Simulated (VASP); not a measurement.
# H5C6 in VASP: further runs, part 2 of 2

VASP 6.6.1.

**3. Single point, PBE**

This run uses another cell than the first one.

INCAR reads:

```
ALGO     = Normal         # electronic algorithm
EDIFF    = 1E-6           # SCF threshold, eV
ENCUT    = 520            # plane-wave cutoff, eV
GGA      = PE             # functional
ISIF     = 2              # what is computed and relaxed
ISMEAR   = 0              # smearing method
LASPH    = T              # aspherical terms in the spheres
LCHARG   = F              # write CHGCAR
LREAL    = Auto         
LWAVE    = F              # write WAVECAR
NBANDS   = 46             # bands
NELM     = 80             # most SCF steps
PREC     = Accurate       # precision mode
SIGMA    = 0.05           # smearing width, eV
```

KPOINTS reads:

```
k-points
0
Gamma
  1 1 13
```

POSCAR reads:

```
H5C6
1.0
   14.6000000000      0.0000000000      0.0000000000
    0.0000000000     16.8000000000      0.0000000000
    0.0000000000      0.0000000000      2.5363850051
C H
12 10
Direct
    0.5433065749      0.6851410648      0.0000000000
    0.5435041452      0.4730779644      0.0000000000
    0.6286380951      0.5274994145      0.0000000000
    0.4581001160      0.5791112480      0.5000000000
    0.4566417905      0.3661483675      0.5000000000
    0.5433582095      0.6338516325      0.5000000000
    0.5418998840      0.4208887520      0.5000000000
    0.6287553687      0.5790585333      0.5000000000
    0.3712446313      0.4209414667      0.5000000000
    0.3713619049      0.4725005855      1.0000000000
    0.4564958548      0.5269220356      1.0000000000
    0.4566934251      0.3148589352      1.0000000000
    0.6039732329      0.7244506208      0.0000000000
    0.4825999669      0.7243927790      1.0000000000
    0.6904658270      0.4894038002      0.0000000000
    0.3959950726      0.6170646719      0.5000000000
    0.6040049274      0.3829353281      0.5000000000
    0.6906967433      0.6169862236      0.5000000000
    0.3093032567      0.3830137764      0.5000000000
    0.3095341730      0.5105961998      1.0000000000
    0.5174000331      0.2756072210      1.0000000000
    0.3960267671      0.2755493792      1.0000000000
```

Potentials or basis: VASP PAW PBE potentials, release 64 (C, H).

Launch:

```
> cat potpaw_PBE.64/C/POTCAR potpaw_PBE.64/H/POTCAR > POTCAR
> mpirun -np 1 vasp_std > vasp.out
```

OUTCAR:

```text
EDIFF = 1E-6
   ENCUT = 520
   GGA = PE
   ISIF = 2
   ISMEAR = 0
   LASPH = T
   LREAL = Auto
   NELM = 80
   PREC = Accurate

 ion  position               nearest neighbor table
   1  0.543  0.685  0.000-  14 1.10  13 1.10   6 1.53   6 1.53
   2  0.544  0.473  0.000-   7 1.54   7 1.54   3 1.54  11 1.56
   3  0.629  0.527  0.000-  15 1.11   8 1.54   8 1.54   2 1.54
   4  0.458  0.579  0.500-  16 1.11  11 1.54  11 1.54   6 1.55
   5  0.457  0.366  0.500-  12 1.53  12 1.53   7 1.55   9 1.55
   6  0.543  0.634  0.500-   1 1.53   1 1.53   4 1.55   8 1.55
   7  0.542  0.421  0.500-  17 1.11   2 1.54   2 1.54   5 1.55
   8  0.629  0.579  0.500-  18 1.11   3 1.54   3 1.54   6 1.55
   9  0.371  0.421  0.500-  19 1.11  10 1.54  10 1.54   5 1.55
  10  0.371  0.473  0.000-  20 1.11   9 1.54   9 1.54  11 1.54
  11  0.456  0.527  0.000-   4 1.54   4 1.54  10 1.54   2 1.56
  12  0.457  0.315  0.000-  21 1.10  22 1.10   5 1.53   5 1.53
  13  0.604  0.724  0.000-   1 1.10
  14  0.483  0.724  0.000-   1 1.10
  15  0.690  0.489  0.000-   3 1.11
  16  0.396  0.617  0.500-   4 1.11
  17  0.604  0.383  0.500-   7 1.11
  18  0.691  0.617  0.500-   8 1.11
  19  0.309  0.383  0.500-   9 1.11
  20  0.310  0.511  0.000-  10 1.11
  21  0.517  0.276  0.000-  12 1.10
  22  0.396  0.276  0.000-  12 1.10

  LATTYP: Found a simple orthorhombic cell.
 ALAT       =     2.5363850051
 B/A-ratio  =     5.7562239055
 C/A-ratio  =     6.6236001105

  Lattice vectors:

 A1 = (   0.0000000000,   0.0000000000,   2.5363850051)
 A2 = (  14.6000000000,   0.0000000000,   0.0000000000)
 A3 = (   0.0000000000,  16.8000000000,   0.0000000000)

Analysis of symmetry for initial positions (statically):
=====================================================================
 Subroutine PRICEL returns:
 Original cell was already a primitive cell.

 Routine SETGRP: Setting up the symmetry group for a
 simple orthorhombic supercell.

[... 163 lines left out ...]
  Thomas-Fermi vector in A             =   1.837172
   LORBIT       =      0    0 simple, 1 ext, 2 COOP (PROOUT), +10 PAW based schemes
   GGA     = PE    functional components
   LHFCALC =     F    Hartree Fock is set to
   AEXX    =    0.0000 exact exchange contribution
   IVDW    =     0    specifies the selected vdW correction
   LEPSILON=     F    determine dielectric tensor
   LRPA    =     F    only Hartree local field effects (RPA)
 non-spin polarized calculation
 Gauss-broadening in eV      SIGMA  =   0.05
  energy-cutoff  :      520.00
  volume of cell :      622.12
 maximum number of plane-waves:     16829
 NGX is ok and might be reduce to   112
   NGX = 55   NGY = 63   NGZ =  9

 number of electron      58.0000010 magnetization

 Free energy of the ion-electron system (eV)
  ---------------------------------------------------
  ext. energy  EPLUGINS =         0.00000000
  ---------------------------------------------------
  free energy    TOTEN  =      -146.27427074 eV

  energy without entropy =     -146.27427074  energy(sigma->0) =     -146.27427074

 E-fermi :  -2.7962     XC(G=0):  -2.8732

 val. band max:       -3.0510255354   @ k =   0.0000   0.0000   0.0000
 cond. band min:       0.8499557697   @ k =   0.0000   0.0000   0.0000
 fundamental gap:      3.9009813051
 Fermi energy:        -2.7962478070

 k-point     1 :       0.0000    0.0000    0.0000
  band No.  band energies     occupation
      1     -21.5878      2.00000
      2     -20.2539      2.00000
      3     -18.9427      2.00000
      4     -18.4302      2.00000
      5     -17.4961      2.00000
      6     -16.3016      2.00000
[... 297 lines left out ...]
     40       5.7613      0.00000
     41       5.8075      0.00000
 [bands above 41 left out]

------------------------ aborting loop because EDIFF is reached ----------------------------------------

  FORCE on cell =-STRESS in cart. coord.  units (eV):
  Direction    XX          YY          ZZ          XY          YZ          ZX
  --------------------------------------------------------------------------------------
  -------------------------------------------------------------------------------------
  Total        0.1637152      0.1560430      0.1497401      0.0122220      0.0000000      0.0000000
  in kB        0.4216211      0.4018626      0.3856304      0.0314756      0.0000000      0.0000000
  external PRESSURE =       0.4030380 kB  Pullay stress =       0.0000000 kB

 VOLUME and BASIS-vectors are now :
 -----------------------------------------------------------------------------
  energy-cutoff  :      520.00
  volume of cell :      622.12
      direct lattice vectors                 reciprocal lattice vectors
    14.600000000  0.000000000  0.000000000     0.068493151  0.000000000  0.000000000
     0.000000000 16.800000000  0.000000000     0.000000000  0.059523810  0.000000000
     0.000000000  0.000000000  2.536385005     0.000000000  0.000000000  0.394261911

 POSITION                                       TOTAL-FORCE (eV/Angst)
 -----------------------------------------------------------------------------------
      7.93228     11.51037      0.00000         0.000351      0.003863      0.000000
      7.93516      7.94771      0.00000         0.002641     -0.008107      0.000000
      9.17812      8.86199      0.00000        -0.004873     -0.000914     -0.000000
      6.68826      9.72907      1.26819        -0.003253      0.008616      0.000000
      6.66697      6.15129      1.26819        -0.001320      0.012956      0.000000
      7.93303     10.64871      1.26819         0.001320     -0.012956      0.000000
[... 14 lines left out ...]
      7.55404      4.63020      0.00000         0.020031     -0.015538      0.000000
      5.78199      4.62923      0.00000        -0.019815     -0.015491      0.000000
 -----------------------------------------------------------------------------------
    total drift:                               -0.000000      0.000000      0.000000

  FREE ENERGIE OF THE ION-ELECTRON SYSTEM (eV)
  ---------------------------------------------------
  free  energy   TOTEN  =      -146.2742707359 eV

  energy  without entropy=     -146.2742707359  energy(sigma->0) =     -146.27427074
```

OSZICAR:

```text
N       E                     dE             d eps       ncg     rms          rms(c)
DAV:   1     0.444027500542E+03    0.44403E+03   -0.21540E+04   676   0.943E+02
DAV:   2    -0.819173137103E+02   -0.52594E+03   -0.48254E+03   968   0.226E+02
DAV:   3    -0.154715649253E+03   -0.72798E+02   -0.72403E+02   824   0.905E+01
[... 17 lines left out ...]
DAV:  21    -0.146274259651E+03   -0.22866E-04   -0.19707E-06   626   0.354E-03    0.125E-03
DAV:  22    -0.146274266517E+03   -0.68660E-05   -0.46730E-07   592   0.227E-03    0.460E-04
DAV:  23    -0.146274269014E+03   -0.24974E-05   -0.25367E-07   584   0.147E-03    0.389E-04
DAV:  24    -0.146274270454E+03   -0.14398E-05   -0.13253E-07   586   0.101E-03    0.172E-04
DAV:  25    -0.146274270736E+03   -0.28187E-06   -0.30280E-08   648   0.474E-04
   1 F= -.14627427E+03 E0= -.14627427E+03  d E =-.114851E-13
```

Wall time 5.5 min (1 thread of Intel Xeon Platinum 8488C (Sapphire Rapids), shared host); peak memory 0.6 GiB.

What came out:

```yaml
Free_energy: -146.2743 eV
Largest_force: 0.028 eV/Å
Band_gap_on_the_k_mesh: 3.90 eV
```

Forces in eV/Å, atoms in the order of the input:
```
C    0.000  0.004  0.000
C    0.003 -0.008  0.000
C   -0.005 -0.001  0.000
C   -0.003  0.009  0.000
C   -0.001  0.013  0.000
C    0.001 -0.013  0.000
C    0.003 -0.009  0.000
C    0.001 -0.001  0.000
C   -0.001  0.001  0.000
C    0.005  0.001  0.000
C   -0.003  0.008  0.000
C    0.000 -0.004  0.000
H    0.020  0.015  0.000
H   -0.020  0.016  0.000
H    0.021 -0.015  0.000
H   -0.023  0.016  0.000
H    0.023 -0.016  0.000
H    0.022  0.017  0.000
H   -0.022 -0.017  0.000
H   -0.021  0.015  0.000
H    0.020 -0.016  0.000
H   -0.020 -0.015  0.000
```
